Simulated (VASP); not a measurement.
# Mo6S in VASP: notebook

The runs below take Mo6S through single point, with PBE.

All numbers are computed with VASP 6.6.1; they aren't measurements. Logs are shortened: lines on timing, memory, paths and dates and some standing lists are left out, and cuts for length are marked.

## Step 1: The cell of the first run

The cell holds a slab with vacuum, 7 atoms: a = 4.470 Å, b = 4.470 Å, c = 19.760 Å, α = 90.00°, β = 90.00°, γ = 120.00°.

## Step 2: Single point, PBE

The input, INCAR:

```
SYSTEM = Mo6S
PREC = Accurate ; ENCUT = 520
EDIFF = 1E-6 ; ISMEAR = 0
SIGMA = 0.1 ; LREAL = .False.
LASPH = .True. ; NELM = 60
ALGO = Normal ; ISIF = 2
LWAVE = .False. ; LCHARG = .False.
LDIPOL = .True. ; IDIPOL = 3
DIPOL = 0.5 0.5 0.335 ; GGA = PE
NBANDS = 54
```

The input, KPOINTS:

```
regular mesh
0
Gamma
  6 6 1
  0 0 0
```

The input, POSCAR:

```
Mo6S
1.0
    4.4695765303      0.0000000000      0.0000000000
   -2.2347882651      3.8707668194      0.0000000000
    0.0000000000      0.0000000000     19.7595667358
Mo S
6 1
Direct
    0.6666666667      0.3333333333      0.2024335884
    0.3333333333      0.6666666667      0.2486060831
    0.0000000000      0.0000000000      0.2947785777
    0.6666666667      0.3333333333      0.3368821122
    0.3333333333      0.6666666667      0.3779725574
    0.0000000000      0.0000000000      0.4180034333
    0.6666666667      0.2222222222      0.4634511052
```

Potentials or basis: VASP PAW PBE potentials, release 64 (Mo_sv, S).

The run is started by

```bash
$ cat potpaw_PBE.64/Mo_sv/POTCAR potpaw_PBE.64/S/POTCAR > POTCAR
$ mpirun -np 1 vasp_std > vasp.out
```

OUTCAR:

```text
SYSTEM = Mo6S
   PREC = Accurate
   ENCUT = 520
   EDIFF = 1E-6
   ISMEAR = 0
   LREAL = .False.
   LASPH = .True.
   NELM = 60
   ISIF = 2
   GGA = PE

 ion  position               nearest neighbor table
   1  0.667  0.333  0.202-   4 2.66   2 2.74   2 2.74   2 2.74   3 3.16   3 3.16   3 3.16
   2  0.333  0.667  0.249-   5 2.56   3 2.74   3 2.74   3 2.74   1 2.74   1 2.74   1 2.74   4 3.11
                             4 3.11   4 3.11
   3  0.000  0.000  0.295-   6 2.43   4 2.71   4 2.71   4 2.71   2 2.74   2 2.74   2 2.74   5 3.06
                             5 3.06   5 3.06   1 3.16   1 3.16   1 3.16
   4  0.667  0.333  0.337-   7 2.55   1 2.66   5 2.71   5 2.71   5 2.71   3 2.71   3 2.71   3 2.71
                             6 3.04   6 3.04   6 3.04   2 3.11   2 3.11   2 3.11
   5  0.333  0.667  0.378-   2 2.56   6 2.70   6 2.70   6 2.70   4 2.71   4 2.71   4 2.71   7 2.75
                             3 3.06   3 3.06   3 3.06   7 3.12
   6  0.000  0.000  0.418-   7 2.34   3 2.43   5 2.70   5 2.70   5 2.70   7 2.78   4 3.04   4 3.04
                             4 3.04
   7  0.667  0.222  0.463-   6 2.34   4 2.55   5 2.75   6 2.78   5 3.12

  LATTYP: Found a hexagonal cell.
 ALAT       =     4.4695765303
 C/A-ratio  =     4.4209035469

  Lattice vectors:

 A1 = (   4.4695765303,   0.0000000000,   0.0000000000)
 A2 = (  -2.2347882651,   3.8707668194,   0.0000000000)
 A3 = (   0.0000000000,   0.0000000000,  19.7595667358)

Analysis of symmetry for initial positions (statically):
=====================================================================
 Subroutine PRICEL returns:
 Original cell was already a primitive cell.

 Routine SETGRP: Setting up the symmetry group for a
 hexagonal supercell.

 Subroutine GETGRP returns: Found  1 space group operations
 (whereof  1 operations were pure point group operations)
 out of a pool of 24 trial point group operations.

The static configuration has the point symmetry C_1 .

Analysis of symmetry for dynamics (positions and initial velocities):
=====================================================================
 Subroutine PRICEL returns:
 Original cell was already a primitive cell.

 Routine SETGRP: Setting up the symmetry group for a
 hexagonal supercell.

 Subroutine GETGRP returns: Found  1 space group operations
 (whereof  1 operations were pure point group operations)
 out of a pool of 24 trial point group operations.

The dynamic configuration has the point symmetry C_1 .

 Subroutine INISYM returns: Found  1 space group operations
 (whereof  1 operations are pure point group operations),
 and found     1 'primitive' translations

----------------------------------------------------------------------------------------

                                     Primitive cell

  volume of cell :     341.8541

  direct lattice vectors                    reciprocal lattice vectors
     4.469576530  0.000000000  0.000000000     0.223734842  0.129173371  0.000000000
    -2.234788265  3.870766819  0.000000000     0.000000000  0.258346743  0.000000000
     0.000000000  0.000000000 19.759566736     0.000000000  0.000000000  0.050608397

  length of vectors
     4.469576530  4.469576530 19.759566736     0.258346743  0.258346743  0.050608397

  position of ions in fractional coordinates (direct lattice)
     0.666666667  0.333333333  0.202433588
     0.333333333  0.666666667  0.248606083
     0.000000000  0.000000000  0.294778578
     0.666666667  0.333333333  0.336882112
     0.333333333  0.666666667  0.377972557
     0.000000000  0.000000000  0.418003433
     0.666666667  0.222222222  0.463451105

  ion indices of the primitive-cell ions
   primitive index   ion index
                 1           1
                 2           2
                 3           3
                 4           4
                 5           5
                 6           6
                 7           7

----------------------------------------------------------------------------------------

 KPOINTS: regular mesh

Automatic generation of k-mesh.
 Grid dimensions read from file:
 generate k-points for:    6    6    1

 Generating k-lattice:

  Cartesian coordinates                     Fractional coordinates (reciprocal lattice)
     0.037289140  0.021528895  0.000000000     0.166666667 -0.000000000  0.000000000
     0.000000000  0.043057790  0.000000000     0.000000000  0.166666667  0.000000000
     0.000000000  0.000000000  0.050608397     0.000000000  0.000000000  1.000000000

  Length of vectors
     0.043057790  0.043057790  0.050608397

  Shift w.r.t. Gamma in fractional coordinates (k-lattice)
     0.000000000  0.000000000  0.000000000

 Subroutine IBZKPT returns following result:
 ===========================================

 Found     20 irreducible k-points:

 Following reciprocal coordinates:
            Coordinates               Weight
  0.000000  0.000000  0.000000      1.000000
  0.166667  0.000000  0.000000      2.000000
  0.000000  0.166667  0.000000      2.000000
 -0.166667  0.166667  0.000000      2.000000
  0.333333  0.000000  0.000000      2.000000
  0.000000  0.333333  0.000000      2.000000
[... 12 lines left out ...]
  0.500000 -0.166667  0.000000      2.000000
  0.333333  0.333333  0.000000      2.000000
   k-points           NKPTS =     20   k-points in BZ     NKDIM =     20   number of bands    NBANDS=     54
   number of dos      NEDOS =    301   number of ions     NIONS =      7
   total plane-waves  NPLWV = 194400
   dimension x,y,z NGX =    36 NGY =   36 NGZ =  150
   dimension x,y,z NGXF=    72 NGYF=   72 NGZF=  300
   ions per type =               6   1
   NGX,Y,Z   is equivalent  to a cutoff of  13.39, 13.39, 12.62 a.u.
   NGXF,Y,Z  is equivalent  to a cutoff of  26.78, 26.78, 25.24 a.u.
 SYSTEM =  Mo6S
   PREC   = accura    normal or accurate (medium, high low for compatibility)
   ISTART =      0    job   : 0-new  1-cont  2-samecut
   ICHARG =      2    charge: 1-file 2-atom 10-const
   ISPIN  =      1    spin polarized calculation?
   LNONCOLLINEAR =      F non collinear calculations
   LSORBIT =      F    spin-orbit coupling
   LASPH  =      T    aspherical Exc in radial PAW
   ENCUT  =  520.0 eV  38.22 Ry    6.18 a.u.   8.31  8.31 36.74*2*pi/ulx,y,z
   NELM   =     60;   NELMIN=  2; NELMDL= -5     # of ELM steps
   EDIFF  = 0.1E-05   stopping-criterion for ELM
   LREAL  =      F    real-space projection
   EDIFFG = 0.1E-04   stopping-criterion for IOM
   NSW    =      0    number of steps for IOM
   IBRION =     -1    ionic relax: 0-MD 1-quasi-New 2-CG
   NFREE  =      0    steps in history (QN), initial steepest desc. (CG)
   ISIF   =      2    stress and relaxation
   ISYM   =      2    0-nonsym 1-usesym 2-fastsym
   POTIM  = 0.5000    time-step for ionic-motion
   TEBEG  =    0.0;   TEEND  =   0.0 temperature during run
   PSTRESS=    0.0 pullay stress
   NELECT =      90.0000    total number of electrons
   NUPDOWN=      -1.0000    fix difference up-down
   EMIN   =  10.00;   EMAX   =-10.00  energy-range for DOS
   EFERMI =   0.00;   METHOD = LEGACY
   ISMEAR =     0;   SIGMA  =   0.10  broadening in eV -4-tet -1-fermi 0-gaus
   EFERMI_NEDOS =   21; number of points for ismear=-14 and -15
   IALGO  =     38    algorithm
   IMIX   =      4    mixing-type and parameters
     AMIX     =   0.40;   BMIX     =  1.00
     AMIX_MAG =   1.60;   BMIX_MAG =  1.00
  volume/ion in A,a.u.               =      48.84       329.56
  Fermi-wavevector in a.u.,A,eV,Ry     =   1.049241  1.982779 14.978755  1.100907
  Thomas-Fermi vector in A             =   2.184196
   LORBIT       =      0    0 simple, 1 ext, 2 COOP (PROOUT), +10 PAW based schemes
   GGA     = PE    functional components
   LHFCALC =     F    Hartree Fock is set to
   AEXX    =    0.0000 exact exchange contribution
   IVDW    =     0    specifies the selected vdW correction
   LEPSILON=     F    determine dielectric tensor
   LRPA    =     F    only Hartree local field effects (RPA)
 non-spin polarized calculation
 Gauss-broadening in eV      SIGMA  =   0.10
  energy-cutoff  :      520.00
  volume of cell :      341.85
 maximum number of plane-waves:      9223
 NGX is ok and might be reduce to    36
   NGX = 17   NGY = 17   NGZ = 73

 dipolmoment           0.000000      0.000000     -0.625042 electrons x Angstroem

 number of electron      90.0000007 magnetization

 dipolmoment           0.000000      0.000000      0.101457 electrons x Angstroem

 Free energy of the ion-electron system (eV)
  ---------------------------------------------------
  ext. energy  EPLUGINS =         0.00000000
  ---------------------------------------------------
  free energy    TOTEN  =       -65.48442503 eV

  energy without entropy =      -65.45495701  energy(sigma->0) =      -65.46969102

 E-fermi :   1.1597     XC(G=0):  -5.1671

 val. band max:        1.1494556538   @ k =  -0.3333   0.5000   0.0000
 cond. band min:       1.1859529849   @ k =   0.0000   0.5000   0.0000
 fundamental gap:      0.0364973311
 Fermi energy:         1.1597066993

 k-point     1 :       0.0000    0.0000    0.0000
  band No.  band energies     occupation
      1     -60.1103      2.00000
      2     -59.8880      2.00000
      3     -59.8065      2.00000
      4     -59.7132      2.00000
      5     -59.6092      2.00000
      6     -59.5222      2.00000
[... 46 lines left out ...]
     53       3.0697      0.00000
     54       3.1628      0.00000

 k-point     2 :       0.1667    0.0000    0.0000
  band No.  band energies     occupation
      1     -60.0898      2.00000
      2     -59.8897      2.00000
      3     -59.8156      2.00000
      4     -59.7095      2.00000
      5     -59.6140      2.00000
      6     -59.5319      2.00000
[... 46 lines left out ...]
     53       3.0600      0.00000
     54       3.2990      0.00000
[... 967 lines left out ...]
     53       2.6671      0.00000
     54       2.8138      0.00000

 k-point    20 :       0.3333    0.3333    0.0000
  band No.  band energies     occupation
      1     -59.9798      2.00000
      2     -59.8990      2.00000
      3     -59.8882      2.00000
      4     -59.6718      2.00000
      5     -59.6431      2.00000
      6     -59.5722      2.00000
[... 46 lines left out ...]
     53       2.6970      0.00000
     54       3.0024      0.00000

------------------------ aborting loop because EDIFF is reached ----------------------------------------

 vacuum level on the upper side and lower side of the slab       (xc-potential included)         0.509        -0.523

  FORCE on cell =-STRESS in cart. coord.  units (eV):
  Direction    XX          YY          ZZ          XY          YZ          ZX
  --------------------------------------------------------------------------------------
  -------------------------------------------------------------------------------------
  Total       -2.4880339     -4.8532635      0.1212675     -1.3623573     -0.7555044     -0.7262824
  in kB      -11.6607389    -22.7459275      0.5683480     -6.3849985     -3.5408440     -3.4038883
  external PRESSURE =     -11.2794395 kB  Pullay stress =       0.0000000 kB

 VOLUME and BASIS-vectors are now :
 -----------------------------------------------------------------------------
  energy-cutoff  :      520.00
  volume of cell :      341.85
      direct lattice vectors                 reciprocal lattice vectors
     4.469576530  0.000000000  0.000000000     0.223734842  0.129173371  0.000000000
    -2.234788265  3.870766819  0.000000000     0.000000000  0.258346743  0.000000000
     0.000000000  0.000000000 19.759566736     0.000000000  0.000000000  0.050608397

 POSITION                                       TOTAL-FORCE (eV/Angst)
 -----------------------------------------------------------------------------------
      2.23479      1.29026      4.00000         0.028350      0.032753      1.471437
     -0.00000      2.58051      4.91235         0.079254     -0.042037     -0.217318
      0.00000      0.00000      5.82470        -0.048440     -0.090050     -2.136600
      2.23479      1.29026      6.65664        -0.411699      0.648543     -0.593628
     -0.00000      2.58051      7.46857         0.177286     -0.194902      0.578883
      0.00000      0.00000      8.25957         1.264304     -0.253244      0.892720
      2.48310      0.86017      9.15759        -1.089054     -0.101063      0.004505
 -----------------------------------------------------------------------------------
    total drift:                               -0.000010      0.000015      0.000044

  FREE ENERGIE OF THE ION-ELECTRON SYSTEM (eV)
  ---------------------------------------------------
  free  energy   TOTEN  =       -65.4844250272 eV

  energy  without entropy=      -65.4549570067  energy(sigma->0) =      -65.46969102

 vacuum level on the upper side and lower side of the slab         5.693         4.632
```

Wall time 30 min (1 thread of Intel Xeon 8259CL, shared host); peak memory 0.63 GiB.

Results:

- Free energy: -65.4844 eV
- Largest force: 2.139 eV/Å
- Band gap on the k mesh: 0.01 eV (least direct gap 0.05 eV)

Forces on the atoms (eV/Å):
```
Mo   0.028  0.033  1.471
Mo   0.079 -0.042 -0.217
Mo  -0.048 -0.090 -2.137
Mo  -0.412  0.649 -0.594
Mo   0.177 -0.195  0.579
Mo   1.264 -0.253  0.893
S   -1.089 -0.101  0.005
```

Levels at points of the mesh, in eV from the valence-band top:
| k point | band 42 | band 43 | band 44 | band 45 | band 46 | band 47 | band 48 | band 49 |
| --- | --- | --- | --- | --- | --- | --- | --- | --- |
| (0.00, 0.00, 0.00) | -1.25 | -0.99 | -0.95 | 0.00 | 0.15 | 0.79 | 1.16 | 1.18 |
| (0.50, 0.00, 0.00) | -1.15 | -0.84 | -0.30 | -0.05 | 0.10 | 0.46 | 0.58 | 1.14 |
| (0.00, 0.50, 0.00) | -1.19 | -0.76 | -0.24 | 0.00 | 0.04 | 0.51 | 1.08 | 1.20 |
| (0.50, 0.50, 0.00) | -1.02 | -0.89 | -0.30 | -0.12 | 0.09 | 0.25 | 0.67 | 1.08 |

Caveat: the smearing spreads over this small gap; semilocal functionals underestimate gaps, and a narrow one can read as zero.

[end of part 1 of 2]

The gap in the log of VASP goes by the Fermi energy; the results here count the filled bands.